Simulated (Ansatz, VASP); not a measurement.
# LiH in VASP and in Ansatz

INCAR

```
SYSTEM = LiH
  ALGO = Normal
  EDIFF = 1E-6
  ENCUT = 520
  GGA = CA
  ISIF = 2
  ISMEAR = -1
  LASPH = .True.
  LCHARG = .False.
  LREAL = .False.
  LWAVE = .False.
  NBANDS = 9
  NELM = 100
  PREC = Accurate
  SIGMA = 0.03
```

KPOINTS

```
k-points
0
Gamma
  11 11 11
  0 0 0
```

The input POSCAR:

```
LiH
1.0
    0.0000000000      1.9918500000      2.0325000000
    1.9918500000      0.0000000000      2.0325000000
    1.9918500000      1.9918500000      0.0000000000
Li H
1 1
Direct
    0.0000000000      0.0000000000      0.0000000000
    0.5000000000      0.5000000000      0.5000000000
```

Input for Ansatz:

```yaml
crystal:
  lattice:
    - [0.0, 1.99185, 2.0325]
    - [1.99185, 0.0, 2.0325]
    - [1.99185, 1.99185, 0.0]
  atoms:
    - { symbol: Li, position: [0.0, 0.0, 0.0] }
    - { symbol: H, position: [0.5, 0.5, 0.5] }
kpoints:
  mp_grid: { grid: [11, 11, 11] }
  band_path:
    path:
      - [0.0, 0.0, 0.0]
      - [0.0, 0.5, 0.5]
      - [0.25, 0.75, 0.5]
      - [0.0, 0.5, 0.0]
      - [0.0, 0.0, 0.0]
      - [0.5, 0.5, 0.0]
      - [0.37005, 0.62995, 0.0]
      - [-0.37005, 0.37005, 0.0]
      - [0.0, 0.0, 0.0]
    npoints: 5
scf:
  occupations: { method: fermi_dirac, width: 0.03 }
hamiltonian:
  xc: lda
  pseudopotentials: { kind: all_electron, lapw: { basis_error: 0.001 } }
output:
  forces: true
  stress: true
  eigenvalues: true
```

Change from the starting cell: equal xx and yy strain of -2 %.

Alike in both runs: task single point; functional LDA; k mesh 11 × 11 × 11; occupations fermi-dirac, width 0.03 eV; no spin polarisation.

|  | VASP | Ansatz |
| --- | --- | --- |
| version | VASP 6.6.1 | Ansatz 0.2.0 |
| potentials or method | VASP PAW LDA potentials, release 64 (Li_sv, H), cutoff 520 eV | all-electron LAPW, scalar-relativistic |

```csv
,VASP,Ansatz,Ansatz less VASP
gap on the k mesh at the Fermi level (eV),2.58,2.59,+0.010
```

LDA's correlation is that of Perdew and Zunger in VASP and of Perdew and Wang (1992) in Ansatz. Ansatz ran all-electron here, and VASP with PAW potentials.

Noted on VASP's run: the cutoff is short for stress, so the pressure is rough.
